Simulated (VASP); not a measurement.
A run of VASP 6.6.1 is set up as follows.

The input INCAR:

```
SYSTEM = Ir
AGGAC = 1.0
AGGAX = 1.0
ALDAC = 0.0
ALDAX = 1.0
ALGO = Fast
EDIFF = 1E-7
ENCUT = 520
GGA = B5
ISIF = 2
ISMEAR = -1
LASPH = .True.
LCHARG = .False.
LREAL = .False.
LWAVE = .False.
NBANDS = 16
NELM = 80
PREC = Accurate
SIGMA = 0.05
```

File KPOINTS:

```
k-points
0
Gamma
  11 11 6
  0 0 0
```

File POSCAR:

```
Ir
1.0
    2.7963987384      0.0000000000      0.0000000000
   -1.3981993692      2.4217523466      0.0000000000
    0.0000000000      0.0000000000      4.5287798474
Ir
2
Direct
    0.3333333333      0.6666666667      0.2500000000
    0.6666666667      0.3333333333      0.7500000000
```

Potentials or basis: VASP PAW PBE potentials, release 64 (Ir).

The run is started by

```console
$ cat potpaw_PBE.64/Ir/POTCAR > POTCAR
$ mpirun -np 1 vasp_std > vasp.out
```

(1) What does it give for the pressure?

(2) What does it give for the band gap on the k mesh?

## Answers

(1) 2.3 GPa.

(2) zero (band 9 reaches 10.57 eV, above the bottom of band 10 at 7.79 eV).

Caveat: the PAW data sets were made with another functional, which shifts forces and pressure a little; spin-orbit coupling is left out, which moves the levels of the heavy elements.
